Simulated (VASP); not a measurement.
The system is Ru.

```
Ru
1.0
     4.24692    0.00000    0.00000
    -2.12346    3.67794    0.00000
     0.00000    0.00000    2.60336
Ru
3
Cartesian
  0.0000 0.0000 0.0000
  0.0000 2.4520 1.3017
  2.1235 1.2260 1.3017
```

This isn't the form of Ru at room conditions, which is hcp.

- Program: VASP 6.6.1
- Task: relaxation of cell and atoms
- Functional: PBE
- Potentials or basis: VASP PAW PBE potentials, release 64 (Ru_pv)
- Cutoff: 600 eV
- k mesh: 9 × 9 × 12
- Occupations: fermi-dirac, width 0.1 eV
- Spin: no spin polarisation

At the start: pressure 12.7 GPa; volume 13.55 Å³/atom.

**Question.** Where does the relaxation end?

**Answer.** Over 9 steps the energy falls by 28.1 meV/atom and the volume is 14.12 Å³/atom (+4.1 %); space group P6/mmm (No. 191, to 0.1 Å) before and after.

The path:
| step | energy change (eV) | largest force (eV/Å) | pressure (GPa) | volume (Å³) |
| --- | --- | --- | --- | --- |
| 1 | 0.0000 | 0.0000 | 12.74 | 40.66 |
| 2 | 0.3423 | 0.0000 | -24.46 | 47.32 |
| 3 | -0.0775 | 0.0000 | -1.54 | 42.54 |
| 4 | -0.0776 | 0.0000 | -1.02 | 42.46 |
| 5 | -0.0811 | 0.0000 | 0.94 | 42.25 |
| 6 | -0.0842 | 0.0000 | 0.09 | 42.34 |
| 7 | -0.0842 | 0.0000 | 0.10 | 42.33 |
| 8 | -0.0841 | 0.0000 | -0.21 | 42.38 |
| 9 | -0.0842 | 0.0000 | 0.01 | 42.35 |

Final structure:
```
Ru
1.0
     4.26975    0.00000    0.00000
    -2.13487    3.69771    0.00000
     0.00000    0.00000    2.68215
Ru
3
Cartesian
  0.0000 0.0000 0.0000
  0.0000 2.4651 1.3411
  2.1349 1.2326 1.3411
```
